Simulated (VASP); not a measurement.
# Y in VASP: a series of runs, part 2 of 2

VASP 6.6.1. Earlier steps stand in the parts before.

### Step 3. Single point, PBE

This run uses another cell than the first one: it holds 8 atoms, not 1.

The input, INCAR:

```
SYSTEM = Y
ALGO = Fast
EDIFF = 1E-6
ENCUT = 520
GGA = PE
ISIF = 2
ISMEAR = 0
LASPH = .True.
LCHARG = .True.
LELF = .True.
LREAL = .False.
LVHAR = .True.
LWAVE = .False.
NBANDS = 54
NELM = 80
PREC = Accurate
SIGMA = 0.2
```

The input, KPOINTS:

```
k-points
0
Gamma
  4 4 4
  0 0 0
```

The input, POSCAR:

```
Y
1.0
   -3.5791595642      6.2026695728      0.0013373588
   -7.1627894274     -0.0024183523      0.0046529071
   -3.5845390267      2.0658128336      5.8512987966
Y
8
Direct
    0.7500681368      0.7495213364      0.7501668524
    0.2498916680      0.7504794874      0.2500373361
    0.7501480847      0.7501073783      0.2500632722
    0.2501066453      0.7498034848      0.7500158052
    0.7500380344      0.2499767296      0.2501158322
    0.2500616486      0.2497687228      0.7499093896
    0.7497537916      0.2497789111      0.7501072584
    0.2499319906      0.2505639497      0.2495842539
```

Potentials or basis: VASP PAW PBE potentials, release 64 (Y_sv).

On the command line:

```bash
$ cat potpaw_PBE.64/Y_sv/POTCAR > POTCAR
$ mpirun -np 1 vasp_std > vasp.out
```

OUTCAR:

```text
SYSTEM = Y
   EDIFF = 1E-6
   ENCUT = 520
   GGA = PE
   ISIF = 2
   ISMEAR = 0
   LASPH = .True.
   LREAL = .False.
   NELM = 80
   PREC = Accurate

 ion  position               nearest neighbor table
   1  0.750  0.750  0.750-   5 3.58   4 3.58   7 3.58   4 3.58   3 3.58   5 3.58   6 3.58   7 3.58
                             2 3.58   2 3.58   6 3.58   3 3.58
   2  0.250  0.750  0.250-   6 3.58   3 3.58   5 3.58   8 3.58   3 3.58   4 3.58   6 3.58   8 3.58
                             1 3.58   1 3.58   4 3.58   5 3.59
   3  0.750  0.750  0.250-   7 3.58   2 3.58   5 3.58   8 3.58   2 3.58   7 3.58   1 3.58   4 3.58
                             4 3.58   5 3.58   1 3.58   8 3.59
   4  0.250  0.750  0.750-   8 3.58   1 3.58   6 3.58   2 3.58   1 3.58   7 3.58   6 3.58   3 3.58
                             3 3.58   7 3.58   8 3.58   2 3.58
   5  0.750  0.250  0.250-   1 3.58   8 3.58   3 3.58   2 3.58   8 3.58   7 3.58   6 3.58   1 3.58
                             3 3.58   6 3.58   7 3.58   2 3.59
   6  0.250  0.250  0.750-   2 3.58   7 3.58   4 3.58   5 3.58   1 3.58   2 3.58   7 3.58   4 3.58
                             8 3.58   8 3.58   5 3.58   1 3.58
   7  0.750  0.250  0.750-   3 3.58   6 3.58   8 3.58   1 3.58   3 3.58   5 3.58   4 3.58   1 3.58
                             6 3.58   4 3.58   5 3.58   8 3.58
   8  0.250  0.251  0.250-   4 3.58   7 3.58   5 3.58   3 3.58   2 3.58   5 3.58   2 3.58   6 3.58
                             6 3.58   4 3.58   7 3.58   3 3.59

  LATTYP: Found a triclinic cell.
 ALAT       =    18.9514129410
 B/A-ratio  =     0.9999587177
 C/A-ratio  =     0.9259420542
 COS(alpha) =     0.0000657999
 COS(beta)  =     0.6172906727
 COS(gamma) =     0.7856939586

  Lattice vectors:

 A1 = (  -3.5684006392,  14.4763830512, -11.6985855168)
 A2 = (  -3.5746892652,  18.6104270707,  -0.0006408307)
 A3 = (   0.0116680885,   0.0028127197, -17.5479061239)

Analysis of symmetry for initial positions (statically):
=====================================================================
 Subroutine PRICEL returns:
 Original cell was already a primitive cell.

[... 155 lines left out ...]
  Fermi-wavevector in a.u.,A,eV,Ry     =   1.141001  2.156179 17.713192  1.301883
  Thomas-Fermi vector in A             =   2.277702
   LORBIT       =      0    0 simple, 1 ext, 2 COOP (PROOUT), +10 PAW based schemes
   GGA     = PE    functional components
   LHFCALC =     F    Hartree Fock is set to
   AEXX    =    0.0000 exact exchange contribution
   IVDW    =     0    specifies the selected vdW correction
   LEPSILON=     F    determine dielectric tensor
   LRPA    =     F    only Hartree local field effects (RPA)
 non-spin polarized calculation
 RMM-DIIS sequential band-by-band and
 Gauss-broadening in eV      SIGMA  =   0.20
  energy-cutoff  :      520.00
  volume of cell :      259.93
 maximum number of plane-waves:      7046
 NGX is ok and might be reduce to    54

 number of electron      88.0000000 magnetization

 Free energy of the ion-electron system (eV)
  ---------------------------------------------------
  ext. energy  EPLUGINS =         0.00000000
  ---------------------------------------------------
  free energy    TOTEN  =       -51.39235743 eV

  energy without entropy =      -51.16539730  energy(sigma->0) =      -51.27887737

 E-fermi :   3.0981     XC(G=0):  -9.4661

 val. band max:        2.9829707216   @ k =  -0.2500   0.2500   0.5000
 cond. band min:       3.1477537933   @ k =   0.2500   0.5000   0.5000
 fundamental gap:      0.1647830717
 Fermi energy:         3.0981275132

 k-point     1 :       0.0000    0.0000    0.0000
  band No.  band energies     occupation
      1     -39.5731      2.00000
      2     -39.5076      2.00000
      3     -39.5075      2.00000
      4     -39.5075      2.00000
      5     -39.5074      2.00000
      6     -39.4863      2.00000
[... 1357 lines left out ...]
     53       3.8744      0.00000
     54       4.2786      0.00000

 [... further k-points ...]
[... 5 lines left out ...]
  --------------------------------------------------------------------------------------
  -------------------------------------------------------------------------------------
  Total       -0.2671878     -0.2848276     -0.2861212     -0.0139874      0.0124911      0.0370325
  in kB       -1.6469403     -1.7556717     -1.7636457     -0.0862178      0.0769950      0.2282677
  external PRESSURE =      -1.7220859 kB  Pullay stress =       0.0000000 kB

 VOLUME and BASIS-vectors are now :
 -----------------------------------------------------------------------------
  energy-cutoff  :      520.00
  volume of cell :      259.93
      direct lattice vectors                 reciprocal lattice vectors
    -3.579159564  6.202669573  0.001337359    -0.000091420  0.161180433 -0.056961082
    -7.162789427 -0.002418352  0.004652907    -0.139620304 -0.080553540 -0.057092605
    -3.584539027  2.065812834  5.851298797     0.000111046  0.000027217  0.170960646

 POSITION                                       TOTAL-FORCE (eV/Angst)
 -----------------------------------------------------------------------------------
    -10.74228      6.20032      4.39394        -0.004749     -0.000692     -0.000234
     -7.16620      2.06471      1.46687         0.006882      0.004143     -0.001220
     -8.95412      5.16769      1.46769         0.001051     -0.004080      0.001073
     -8.95432      3.09891      4.39239        -0.003068     -0.003282     -0.002842
     -5.37159      5.16833      1.46567         0.000197     -0.002706     -0.001185
     -5.37213      3.09962      4.38944        -0.002874     -0.002455      0.000337
     -7.16139      6.19945      4.39127        -0.000700      0.005805     -0.003639
     -3.58393      2.06523      1.46189         0.003260      0.003267      0.007711
 -----------------------------------------------------------------------------------
    total drift:                                0.000018      0.000018     -0.000032

  FREE ENERGIE OF THE ION-ELECTRON SYSTEM (eV)
  ---------------------------------------------------
  free  energy   TOTEN  =       -51.3923574328 eV

  energy  without entropy=      -51.1653973050  energy(sigma->0) =      -51.27887737
```

OSZICAR:

```text
N       E                     dE             d eps       ncg     rms          rms(c)
DAV:   1     0.541540887221E+03    0.54154E+03   -0.43520E+04  3888   0.156E+03
DAV:   2     0.786903129389E+01   -0.53367E+03   -0.52032E+03  4244   0.399E+02
DAV:   3    -0.444641426488E+02   -0.52333E+02   -0.50498E+02  5752   0.707E+01
[... 13 lines left out ...]
RMM:  17    -0.513923470286E+02   -0.86082E-05   -0.87151E-05  5589   0.151E-02    0.122E-02
RMM:  18    -0.513923522304E+02   -0.52018E-05   -0.51247E-05  4899   0.108E-02    0.565E-03
RMM:  19    -0.513923550489E+02   -0.28185E-05   -0.24784E-05  4340   0.781E-03    0.243E-03
RMM:  20    -0.513923566409E+02   -0.15919E-05   -0.15556E-05  3685   0.565E-03    0.977E-04
RMM:  21    -0.513923574328E+02   -0.79195E-06   -0.82366E-06  3139   0.440E-03
   1 F= -.51392357E+02 E0= -.51278877E+02  d E =-.226960E+00
```

stdout:

```text
POSCAR found type information on POSCAR Y
 POSCAR found :  1 types and       8 ions
 scaLAPACK will be used
 LDA part: xc-table for (Slater+PW92), standard interpolation
 POSCAR, INCAR and KPOINTS ok, starting setup
 FFT: planning ... GRIDC
 FFT: planning ... GRID_SOFT
 FFT: planning ... GRID
 WAVECAR not read
 entering main loop
WARNING in EDDRMM: call to ZHEGV failed, returncode =   6  3     37
WARNING in EDDRMM: call to ZHEGV failed, returncode =   6  3     18
WARNING in EDDRMM: call to ZHEGV failed, returncode =   6  3     33
WARNING in EDDRMM: call to ZHEGV failed, returncode =   8  4     33
WARNING in EDDRMM: call to ZHEGV failed, returncode =   6  3     43
WARNING in EDDRMM: call to ZHEGV failed, returncode =   8  4     13
WARNING in EDDRMM: call to ZHEGV failed, returncode =   8  4     12
WARNING in EDDRMM: call to ZHEGV failed, returncode =   8  4     13
WARNING in EDDRMM: call to ZHEGV failed, returncode =   8  4     53
WARNING in EDDRMM: call to ZHEGV failed, returncode =   8  4     45
WARNING in EDDRMM: call to ZHEGV failed, returncode =   6  3     34
WARNING in EDDRMM: call to ZHEGV failed, returncode =   8  4     45
```

Wall time 11 min (1 thread of Intel Xeon 6975P-C (Granite Rapids), shared host); peak memory 0.62 GiB.

Results:

| Item | Value |
| --- | --- |
| Free energy | -51.3924 eV |
| Pressure | -0.2 GPa |
| Largest force | 0.009 eV/Å |
| Band gap on the k mesh | zero (bands 44 and 45 overlap by 0.91 eV) |

Forces on the atoms (eV/Å):
```
Y   -0.005 -0.001  0.000
Y    0.007  0.004 -0.001
Y    0.001 -0.004  0.001
Y   -0.003 -0.003 -0.003
Y    0.000 -0.003 -0.001
Y   -0.003 -0.002  0.000
Y   -0.001  0.006 -0.004
Y    0.003  0.003  0.008
```

Levels at points of the mesh, in eV from the Fermi level:
| k point | band 42 | band 43 | band 44 | band 45 | band 46 | band 47 |
| --- | --- | --- | --- | --- | --- | --- |
| (0.00, 0.00, 0.00) | -0.87 | -0.86 | 0.63 | 0.63 | 0.63 | 0.63 |
| (0.50, 0.00, 0.00) | -0.29 | -0.29 | -0.29 | -0.29 | -0.29 | 0.73 |
| (0.00, 0.50, 0.00) | -0.29 | -0.29 | -0.29 | -0.29 | -0.28 | 0.73 |
| (0.50, 0.50, 0.00) | 0.18 | 0.26 | 0.26 | 0.26 | 0.26 | 0.33 |
| (0.00, 0.00, 0.50) | -0.29 | -0.29 | -0.29 | -0.29 | -0.28 | 0.73 |
| (0.50, 0.00, 0.50) | 0.18 | 0.26 | 0.26 | 0.26 | 0.27 | 0.33 |
| (0.00, 0.50, 0.50) | 0.18 | 0.26 | 0.26 | 0.26 | 0.26 | 0.33 |
| (0.50, 0.50, 0.50) | -0.29 | -0.29 | -0.29 | -0.29 | -0.29 | 0.73 |

The gap in the log of VASP goes by the Fermi energy; the results here count the filled bands.